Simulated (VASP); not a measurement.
Wanted: the native input for a VASP 6.6.1 run.

| Quantity | Value |
| --- | --- |
| Task | single point |
| Functional | LDA |
| Potentials or basis | VASP PAW LDA potentials, release 64 (C) |
| Cutoff | 520 eV |
| k mesh | 18 × 18 × 18 |
| Occupations | fermi-dirac, width 0.136057 eV |
| Spin | no spin polarisation |
| Dipole correction | no |
| Further INCAR settings | ALGO = Normal; EDIFF = 1e-06; NBANDS = 8 |

The structure of C lies in POSCAR:

```
C
1.0
    0.0000000000      1.5197391057      1.5197391057
    1.5197391057      0.0000000000      1.5197391057
    1.5197391057      1.5197391057      0.0000000000
C
1
Direct
    0.0000000000      0.0000000000      0.0000000000
```

One way to write it, as run:

INCAR

```
SYSTEM = C
PREC = Accurate
ENCUT = 520
EDIFF = 1E-6
ISMEAR = -1
SIGMA = 0.13605693000000002
LREAL = .FALSE.
LASPH = .TRUE.
NELM = 100
ALGO = Normal
ISIF = 2
LWAVE = .FALSE.
LCHARG = .FALSE.
NBANDS = 8
```

KPOINTS

```
regular mesh
0
G
  18 18 18
  0 0 0
```

Potentials or basis: VASP PAW LDA potentials, release 64 (C).

The run is started by

```bash
$ cat potpaw_LDA.64/C/POTCAR > POTCAR
$ mpirun -np 1 vasp_std > vasp.out
```

It gave:

```yaml
Pressure: -3.5 GPa
Band_gap_on_the_k_mesh: zero (band 2 reaches 16.33 eV, above the bottom of band 3 at 4.98 eV)
```

It took 2.6 s on 1 thread of Intel(R) Xeon(R) 6975P-C (Granite Rapids), on a shared host, peak memory 0.1 GiB.
